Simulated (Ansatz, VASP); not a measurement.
# One calculation of H6Pb, two programs

The input INCAR:

```
SYSTEM = H6Pb
ALGO = Normal ; EDIFF = 1E-7
EDIFFG = -0.04 ; ENCUT = 600
GGA = PE ; IBRION = 2
ISIF = 3 ; ISMEAR = 0
LASPH = .TRUE. ; LCHARG = .FALSE.
LREAL = .FALSE. ; LWAVE = .FALSE.
NELM = 100 ; NSW = 90
PREC = Accurate ; SIGMA = 0.1
```

File KPOINTS:

```
k-points
0
G
  4 4 4
  0 0 0
```

POSCAR

```
H6Pb
1.0
    0.0000000000      3.4363751200      3.4363751200
    3.4363751200      0.0000000000      3.4363751200
    3.4363751200      3.4363751200      0.0000000000
H Pb
6 1
Direct
    0.5000000000      0.5000000000      0.0000000000
    0.5000000000      0.0000000000      0.5000000000
    0.0000000000      0.0000000000      0.5000000000
    0.0000000000      0.5000000000      0.0000000000
    0.0000000000      0.5000000000      0.5000000000
    0.5000000000      0.0000000000      0.0000000000
    0.0000000000      0.0000000000      0.0000000000
```

Input for Ansatz:

```yaml
crystal:
  lattice:
    - [0.0, 3.43637512, 3.43637512]
    - [3.43637512, 0.0, 3.43637512]
    - [3.43637512, 3.43637512, 0.0]
  atoms:
    - { symbol: H, position: [0.5, 0.5, 0.0] }
    - { symbol: H, position: [0.5, 0.0, 0.5] }
    - { symbol: H, position: [0.0, 0.0, 0.5] }
    - { symbol: H, position: [0.0, 0.5, 0.0] }
    - { symbol: H, position: [0.0, 0.5, 0.5] }
    - { symbol: H, position: [0.5, 0.0, 0.0] }
    - { symbol: Pb, position: [0.0, 0.0, 0.0] }
basis:
  ecutwfc: 420
kpoints:
  mp_grid: { grid: [4, 4, 4] }
hamiltonian:
  xc: pbe
scf:
  occupations: { method: gaussian, width: 0.1 }
  lower_state_search: "off"
output:
  forces: true
  stress: true
  eigenvalues: true
relax:
  adjacent_minimum: "off"
  f_tol: 0.04
  max_steps: 70
  cell: { stress_tol: 0.4 }
```

Change from the starting cell: species swapped into the Zn6Mo type (Fm-3m, No. 225).

Alike in both runs: task relaxation of cell and atoms; functional PBE; k mesh 4 × 4 × 4; occupations gaussian, width 0.1 eV; no spin polarisation.

|  | VASP | Ansatz |
| --- | --- | --- |
| version | VASP 6.6.1 | Ansatz 0.2.0 |
| potentials or method | VASP PAW PBE potentials, release 64 (H, Pb_d), cutoff 600 eV | scalar-relativistic, plane waves, PAW |
| valence electrons in the cell | 20 | 20 |

```tsv
	VASP	Ansatz	Ansatz less VASP
gap on the k mesh at the Fermi level, each at its own relaxed structure (eV)	none	none	-
relaxed volume (Å³/atom)	8.56	8.52	-0.037
relaxed length of the cell vector where the two differ most in proportion (Å)	4.392	4.386	-0.0064
```

A gap of «none» marks a metal or a gap that the smearing closes.

The k mesh is coarse, so the values compare programs but aren't converged. Spin-orbit coupling is off throughout. Noted on VASP's run: the volume moved by over 15 % at a fixed basis, so the end points are rough.
